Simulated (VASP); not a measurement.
# HfN (Cmcm) in VASP: a series of runs

The runs below take HfN through single point, with PBEsol.

Program: VASP 6.6.1. These are calculated values, not measurements. Logs are shortened: lines on timing, memory, paths and dates and some standing lists are left out, and cuts for length are marked.

## Step 1: The cell of the first run

The structure is orthorhombic, space group Cmcm (No. 63). The conventional cell has a = 4.502 Å, b = 4.502 Å, c = 4.502 Å, α = 90.00°, β = 90.00°, γ = 90.00°. Hf (site symmetry m2m) has 6 N at 2.24 to 2.26 Å within 3.0 Å. Within 3.0 Å of N (site symmetry m2m) lie 6 Hf at 2.24 to 2.26 Å.

## Step 2: Single point, PBEsol (mode 4 frozen in at -0.064 Å and mode 11 at +0.022 Å (largest displacements))

Input file INCAR:

```
SYSTEM = HfN
PREC = Accurate ; ENCUT = 520
EDIFF = 1E-7 ; ISMEAR = 0
SIGMA = 0.15 ; LREAL = .False.
LASPH = .True. ; NELM = 60
ALGO = Normal ; ISIF = 2
LWAVE = .False. ; LCHARG = .True.
GGA = PS ; LELF = .True.
LVHAR = .True. ; NBANDS = 23
```

Input file KPOINTS:

```
regular mesh
0
Gamma
  14 14 10
  0 0 0
```

Input file POSCAR:

```
HfN
1.0
    0.0000000000     -2.2508000098     -2.2508000098
    0.0000000000      2.2508000098     -2.2508000098
    4.5016000196      0.0000000000      0.0000000000
Hf N
2 2
Direct
    0.5140049933      0.4859950067      0.5000000000
   -0.0140049933      0.0140049933      0.0000000000
    0.4872866706      0.5127133294      0.0000000000
    0.0127133294     -0.0127133294      0.5000000000
```

Potentials or basis: VASP PAW PBE potentials, release 64 (Hf_pv, N).

Started as:

```sh
$ cat potpaw_PBE.64/Hf_pv/POTCAR potpaw_PBE.64/N/POTCAR > POTCAR
$ mpirun -np 1 vasp_std > vasp.out
```

OUTCAR:

```text
SYSTEM = HfN
   PREC = Accurate
   ENCUT = 520
   EDIFF = 1E-7
   ISMEAR = 0
   LREAL = .False.
   LASPH = .True.
   NELM = 60
   ISIF = 2
   GGA = PS

 ion  position               nearest neighbor table
   1  0.514  0.486  0.500-   4 2.24   4 2.25   4 2.25   3 2.25   3 2.25   4 2.26   2 3.10   2 3.10
                             2 3.19   2 3.19   2 3.19   2 3.19   2 3.27   2 3.27
   2  0.986  0.014  0.000-   3 2.24   3 2.25   3 2.25   4 2.25   4 2.25   3 2.26   1 3.10   1 3.10
                             1 3.19   1 3.19   1 3.19   1 3.19   1 3.27   1 3.27
   3  0.487  0.513  0.000-   2 2.24   2 2.25   2 2.25   1 2.25   1 2.25   2 2.26
   4  0.013  0.987  0.500-   1 2.24   1 2.25   1 2.25   2 2.25   2 2.25   1 2.26

  LATTYP: Found a simple tetragonal cell.
 ALAT       =     3.1831119000
 C/A-ratio  =     1.4142135624

  Lattice vectors:

 A1 = (   0.0000000000,  -2.2508000098,  -2.2508000098)
 A2 = (   0.0000000000,   2.2508000098,  -2.2508000098)
 A3 = (   4.5016000196,   0.0000000000,   0.0000000000)

Analysis of symmetry for initial positions (statically):
=====================================================================
 Subroutine PRICEL returns:
 Original cell was already a primitive cell.

 Routine SETGRP: Setting up the symmetry group for a
 simple tetragonal supercell.

 Subroutine GETGRP returns: Found  8 space group operations
 (whereof  4 operations were pure point group operations)
 out of a pool of 16 trial point group operations.

The static configuration has the point symmetry C_2v.
 The point group associated with its full space group is D_2h.

Analysis of symmetry for dynamics (positions and initial velocities):
=====================================================================
 Subroutine PRICEL returns:
 Original cell was already a primitive cell.

 Routine SETGRP: Setting up the symmetry group for a
 simple tetragonal supercell.

 Subroutine GETGRP returns: Found  8 space group operations
 (whereof  4 operations were pure point group operations)
 out of a pool of 16 trial point group operations.

The dynamic configuration has the point symmetry C_2v.
 The point group associated with its full space group is D_2h.

 Subroutine INISYM returns: Found  8 space group operations
 (whereof  4 operations are pure point group operations),
 and found     1 'primitive' translations

----------------------------------------------------------------------------------------

                                     Primitive cell

  volume of cell :      45.6111

  direct lattice vectors                    reciprocal lattice vectors
     0.000000000 -2.250800010 -2.250800010     0.000000000 -0.222143237 -0.222143237
     0.000000000  2.250800010 -2.250800010     0.000000000  0.222143237 -0.222143237
     4.501600020  0.000000000  0.000000000     0.222143237  0.000000000  0.000000000

  length of vectors
     3.183111900  3.183111900  4.501600020     0.314157979  0.314157979  0.222143237

  position of ions in fractional coordinates (direct lattice)
     0.514004993  0.485995007  0.500000000
     0.985995007  0.014004993  0.000000000
     0.487286671  0.512713329  0.000000000
     0.012713329  0.987286671  0.500000000

  ion indices of the primitive-cell ions
   primitive index   ion index
                 1           1
                 2           2
                 3           3
                 4           4

----------------------------------------------------------------------------------------

 KPOINTS: regular mesh

Automatic generation of k-mesh.
 Grid dimensions read from file:
 generate k-points for:   14   14   10

 Generating k-lattice:

  Cartesian coordinates                     Fractional coordinates (reciprocal lattice)
     0.000000000 -0.015867374 -0.015867374     0.071428571  0.000000000  0.000000000
     0.000000000  0.015867374 -0.015867374     0.000000000  0.071428571  0.000000000
     0.022214324  0.000000000  0.000000000     0.000000000  0.000000000  0.100000000

  Length of vectors
     0.022439856  0.022439856  0.022214324

  Shift w.r.t. Gamma in fractional coordinates (k-lattice)
     0.000000000  0.000000000  0.000000000

 Subroutine IBZKPT returns following result:
 ===========================================

 Found    342 irreducible k-points:

 Following reciprocal coordinates:
            Coordinates               Weight
  0.000000  0.000000  0.000000      1.000000
  0.071429  0.000000  0.000000      4.000000
  0.142857  0.000000  0.000000      4.000000
  0.214286  0.000000  0.000000      4.000000
  0.285714  0.000000  0.000000      4.000000
  0.357143  0.000000  0.000000      4.000000
[... 16 lines left out ...]
 -0.142857  0.142857  0.000000      2.000000
  0.214286  0.142857  0.000000      4.000000
 [... further k-points ...]
   k-points           NKPTS =    342   k-points in BZ     NKDIM =    342   number of bands    NBANDS=     23
   number of dos      NEDOS =    301   number of ions     NIONS =      4
   total plane-waves  NPLWV =  20736
   dimension x,y,z NGX =    24 NGY =   24 NGZ =   36
   dimension x,y,z NGXF=    48 NGYF=   48 NGZF=   72
   ions per type =               2   2
   NGX,Y,Z   is equivalent  to a cutoff of  12.53, 12.53, 13.29 a.u.
   NGXF,Y,Z  is equivalent  to a cutoff of  25.07, 25.07, 26.59 a.u.
 SYSTEM =  HfN
   PREC   = accura    normal or accurate (medium, high low for compatibility)
   ISTART =      0    job   : 0-new  1-cont  2-samecut
   ICHARG =      2    charge: 1-file 2-atom 10-const
   ISPIN  =      1    spin polarized calculation?
   LNONCOLLINEAR =      F non collinear calculations
   LSORBIT =      F    spin-orbit coupling
   LASPH  =      T    aspherical Exc in radial PAW
   ENCUT  =  520.0 eV  38.22 Ry    6.18 a.u.   5.92  5.92  8.37*2*pi/ulx,y,z
   NELM   =     60;   NELMIN=  2; NELMDL= -5     # of ELM steps
   EDIFF  = 0.1E-06   stopping-criterion for ELM
   LREAL  =      F    real-space projection
   EDIFFG = 0.1E-05   stopping-criterion for IOM
   NSW    =      0    number of steps for IOM
   IBRION =     -1    ionic relax: 0-MD 1-quasi-New 2-CG
   NFREE  =      0    steps in history (QN), initial steepest desc. (CG)
   ISIF   =      2    stress and relaxation
   ISYM   =      2    0-nonsym 1-usesym 2-fastsym
   POTIM  = 0.5000    time-step for ionic-motion
   TEBEG  =    0.0;   TEEND  =   0.0 temperature during run
   PSTRESS=    0.0 pullay stress
   NELECT =      30.0000    total number of electrons
   NUPDOWN=      -1.0000    fix difference up-down
   EMIN   =  10.00;   EMAX   =-10.00  energy-range for DOS
   EFERMI =   0.00;   METHOD = LEGACY
   ISMEAR =     0;   SIGMA  =   0.15  broadening in eV -4-tet -1-fermi 0-gaus
   EFERMI_NEDOS =   21; number of points for ismear=-14 and -15
   IALGO  =     38    algorithm
   IMIX   =      4    mixing-type and parameters
     AMIX     =   0.40;   BMIX     =  1.00
     AMIX_MAG =   1.60;   BMIX_MAG =  1.00
  volume/ion in A,a.u.               =      11.40        76.95
  Fermi-wavevector in a.u.,A,eV,Ry     =   1.423721  2.690443 27.578773  2.026983
  Thomas-Fermi vector in A             =   2.544289
   LORBIT       =      0    0 simple, 1 ext, 2 COOP (PROOUT), +10 PAW based schemes
   GGA     = PS    functional components
   LHFCALC =     F    Hartree Fock is set to
   AEXX    =    0.0000 exact exchange contribution
   IVDW    =     0    specifies the selected vdW correction
   LEPSILON=     F    determine dielectric tensor
   LRPA    =     F    only Hartree local field effects (RPA)
 non-spin polarized calculation
 Gauss-broadening in eV      SIGMA  =   0.15
  energy-cutoff  :      520.00
  volume of cell :       45.61
 maximum number of plane-waves:      1272
   NGX = 11   NGY = 11   NGZ = 17

 number of electron      30.0000007 magnetization

 Free energy of the ion-electron system (eV)
  ---------------------------------------------------
  ext. energy  EPLUGINS =         0.00000000
  ---------------------------------------------------
  free energy    TOTEN  =       -45.92122867 eV

  energy without entropy =      -45.90636637  energy(sigma->0) =      -45.91379752

 E-fermi :   8.2734     XC(G=0): -12.9513

 val. band max:        8.2718646465   @ k =   0.4286   0.2143   0.2000
 cond. band min:       8.2775317778   @ k =   0.1429   0.0714   0.2000
 fundamental gap:      0.0056671313
 Fermi energy:         8.2733984580

 k-point     1 :       0.0000    0.0000    0.0000
  band No.  band energies     occupation
      1     -23.5665      2.00000
      2     -23.0491      2.00000
      3     -23.0453      2.00000
      4     -22.7284      2.00000
      5     -22.7204      2.00000
      6     -22.7172      2.00000
[... 15 lines left out ...]
     22      12.4175      0.00000
     23      13.7662      0.00000

 k-point     2 :       0.0714    0.0000    0.0000
  band No.  band energies     occupation
      1     -23.5542      2.00000
      2     -23.0718      2.00000
      3     -23.0399      2.00000
      4     -22.7593      2.00000
      5     -22.7255      2.00000
      6     -22.7243      2.00000
[... 15 lines left out ...]
     22      12.6937      0.00000
     23      13.6364      0.00000

 k-point     3 :       0.1429    0.0000    0.0000
  band No.  band energies     occupation
      1     -23.5184      2.00000
      2     -23.1390      2.00000
      3     -23.0195      2.00000
      4     -22.8543      2.00000
      5     -22.7501      2.00000
      6     -22.7263      2.00000
[... 15 lines left out ...]
     22      13.1825      0.00000
     23      13.4383      0.00000
[... 495 lines left out ...]
 k-point    23 :      -0.1429    0.1429    0.0000
  band No.  band energies     occupation
      1     -23.4735      2.00000
      2     -23.1454      2.00000
      3     -23.0767      2.00000
      4     -22.9119      2.00000
      5     -22.7892      2.00000
      6     -22.7790      2.00000
[... 15 lines left out ...]
     22      13.4377      0.00000
     23      13.7646      0.00000

 k-point    24 :       0.2143    0.1429    0.0000
  band No.  band energies     occupation
      1     -23.4216      2.00000
      2     -23.2245      2.00000
      3     -23.0561      2.00000
      4     -23.0315      2.00000
      5     -22.8138      2.00000
      6     -22.8013      2.00000
[... 15 lines left out ...]
     22      13.7875      0.00000
     23      13.9080      0.00000

 [... further k-points ...]
[... 5 lines left out ...]
  --------------------------------------------------------------------------------------
  -------------------------------------------------------------------------------------
  Total       -0.5580175     -0.4683829     -0.6485051      0.0000000      0.0000000      0.0000000
  in kB      -19.6014266    -16.4528413    -22.7799767      0.0000000      0.0000000      0.0000000
  external PRESSURE =     -19.6114149 kB  Pullay stress =       0.0000000 kB

 VOLUME and BASIS-vectors are now :
 -----------------------------------------------------------------------------
  energy-cutoff  :      520.00
  volume of cell :       45.61
      direct lattice vectors                 reciprocal lattice vectors
     0.000000000 -2.250800010 -2.250800010     0.000000000 -0.222143237 -0.222143237
     0.000000000  2.250800010 -2.250800010     0.000000000  0.222143237 -0.222143237
     4.501600020  0.000000000  0.000000000     0.222143237  0.000000000  0.000000000

 POSITION                                       TOTAL-FORCE (eV/Angst)
 -----------------------------------------------------------------------------------
      2.25080     -0.06304     -2.25080         0.000000      0.753365      0.000000
      0.00000     -2.18776     -2.25080         0.000000     -0.753365      0.000000
      0.00000      0.05723     -2.25080         0.000000     -0.344870      0.000000
      2.25080      2.19357     -2.25080         0.000000      0.344870      0.000000
 -----------------------------------------------------------------------------------
    total drift:                               -0.000000      0.000000     -0.000000

  FREE ENERGIE OF THE ION-ELECTRON SYSTEM (eV)
  ---------------------------------------------------
  free  energy   TOTEN  =       -45.9212286712 eV

  energy  without entropy=      -45.9063663704  energy(sigma->0) =      -45.91379752
```

Wall time 4.4 min (1 thread of Intel Xeon Platinum 8259CL at 2.50GHz (Skylake/Cascade Lake), shared host); peak memory 0.4 GiB.

Results:

```
Free energy            : -45.9212 eV
Pressure               : -2.0 GPa
Largest force          : 0.753 eV/Å
Band gap on the k mesh : zero (band 15 reaches 11.62 eV, above the bottom of band 16 at 4.98 eV)
```

Forces on the atoms (eV/Å):
```
Hf   0.000  0.753  0.000
Hf   0.000 -0.753  0.000
N    0.000 -0.345  0.000
N    0.000  0.345  0.000
```

Caveat: the cell differs from its parent crystal (mode 4 frozen in at -0.064 Å and mode 11 at +0.022 Å (largest displacements)); the PAW data sets were made with another functional, which shifts forces and pressure a little; spin-orbit coupling is left out, which moves the levels of the heavy elements.

## Step 3: Single point, PBEsol (mode 4 frozen in at -0.064 Å and mode 11 at -0.067 Å (largest displacements))

Input file INCAR:

```
PREC = Accurate ; ENCUT = 520
EDIFF = 1E-7 ; ISMEAR = 0
SIGMA = 0.15 ; LREAL = False
LASPH = True ; NELM = 100
ALGO = Normal ; ISIF = 2
LWAVE = False ; LCHARG = False
GGA = PS ; NBANDS = 23
```

Input file KPOINTS:

```
regular mesh
0
Gamma
  14 14 10
```

Input file POSCAR:

```
HfN
1.0
    0.0000000000     -2.2508000098     -2.2508000098
    0.0000000000      2.2508000098     -2.2508000098
    4.5016000196      0.0000000000      0.0000000000
Hf N
2 2
Direct
    0.5148546401      0.4851453599      0.5000000000
   -0.0148546401      0.0148546401      0.0000000000
    0.5071240617      0.4928759383      0.0000000000
   -0.0071240617      0.0071240617      0.5000000000
```

Potentials or basis: VASP PAW PBE potentials, release 64 (Hf_pv, N).

Started as:

```sh
$ cat potpaw_PBE.64/Hf_pv/POTCAR potpaw_PBE.64/N/POTCAR > POTCAR
$ mpirun -np 1 vasp_std > vasp.out
```

Wall time 3.3 min (1 thread of Intel Xeon Platinum 8259CL at 2.50GHz (Skylake/Cascade Lake), shared host); peak memory 0.4 GiB.

It converged, with:

```yaml
Free_energy: -45.8674 eV
Pressure: -0.5 GPa
Largest_force: 1.419 eV/Å
Band_gap_on_the_k_mesh: zero (band 15 reaches 11.63 eV, above the bottom of band 16 at 4.79 eV)
```

Forces on the atoms (eV/Å):
```
Hf   0.000  1.419  0.000
Hf   0.000 -1.419  0.000
N    0.000  0.871  0.000
N    0.000 -0.871  0.000
```

Stress tensor (GPa, compression positive):
```
-2.24  0.00  0.00
 0.00  2.40  0.00
 0.00  0.00 -1.71
```

Levels at points of the mesh, in eV from the Fermi level:
```csv
k point,band 13,band 14,band 15,band 16,band 17,band 18
"(0.00, 0.00, 0.00)",-3.08,-3.04,-2.64,-0.39,-0.34,-0.15
"(0.50, 0.00, 0.00)",-5.45,-5.26,1.59,1.61,2.18,2.74
"(0.50, 0.50, 0.00)",-3.73,-3.68,-3.67,-3.51,3.97,4.19
"(0.00, 0.00, 0.50)",-3.89,-3.89,-2.14,-2.14,2.93,2.93
"(0.50, 0.00, 0.50)",-6.21,-6.21,3.34,3.34,3.65,3.65
"(0.50, 0.50, 0.50)",-5.41,-5.41,1.14,1.14,1.16,1.16
```

Caveat: the cell differs from its parent crystal (mode 4 frozen in at -0.064 Å and mode 11 at -0.067 Å (largest displacements)); the PAW data sets were made with another functional, which shifts forces and pressure a little; spin-orbit coupling is left out, which moves the levels of the heavy elements.
